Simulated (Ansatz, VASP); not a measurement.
**NbSi2: VASP beside Ansatz**

```
Nb Si
1.0
     4.79569    0.00000    0.00000
    -2.39785    4.15319    0.00000
     0.00000    0.00000    6.58169
Nb Si
3 6
Cartesian
  2.3978 0.0000 3.2908
  1.1989 2.0766 5.4847
  -1.1989 2.0766 1.0969
  0.0000 1.3176 3.2908
  3.6546 0.6588 5.4847
  1.2568 3.4944 1.0969
  2.3978 2.8356 3.2908
  -1.2568 3.4944 5.4847
  1.1411 0.6588 1.0969
```

Alike in both runs: task single point; functional r2SCAN; k mesh 8 × 8 × 5; occupations fermi-dirac, width 0.1 eV; no spin polarisation.

```csv
,VASP,Ansatz
version,VASP 6.6.1,Ansatz 0.2.0
potentials or method,"VASP PAW PBE potentials, release 64 (Nb_sv, Si), cutoff 520 eV",PAW plane waves
valence electrons in the cell,63,63
```

VASP gave:

* pressure (GPa): -0.3

Question: What did Ansatz give for the same quantities?

Answer: Pressure (GPa): 0.0.

VASP's potentials were made for PBE, not for r2SCAN.
